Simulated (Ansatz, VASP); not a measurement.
Pt: VASP beside Ansatz

```
CELL_PARAMETERS angstrom
0.00000 1.96090 1.96090
1.96090 0.00000 1.96090
1.96090 1.96090 0.00000
ATOMIC_POSITIONS crystal
Pt 0.00000 0.00000 0.00000
```

Alike in both runs: task single point; functional RPBE; k mesh 15 × 15 × 15; no spin polarisation.

|  | VASP | Ansatz |
| --- | --- | --- |
| version | VASP 6.6.1 | Ansatz 0.2.0 |
| potentials or method | VASP PAW PBE potentials, release 64 (Pt), cutoff 500 eV | plane waves, PAW |
| occupations | fermi-dirac, width 0.1 eV | fermi-dirac |
| valence electrons in the cell | 10 | 18 |

Ansatz gave:

| Property | Result |
| --- | --- |
| pressure (GPa) | 14.7 |

Problem. Which values does VASP return?

Solution. Pressure (GPa): 14.2.

VASP's potentials were made for PBE, not for RPBE. VASP's potentials hold 10 valence electrons a cell and Ansatz's 18, so a difference there can come from the potentials and not from the codes.

Spin-orbit coupling is off throughout.
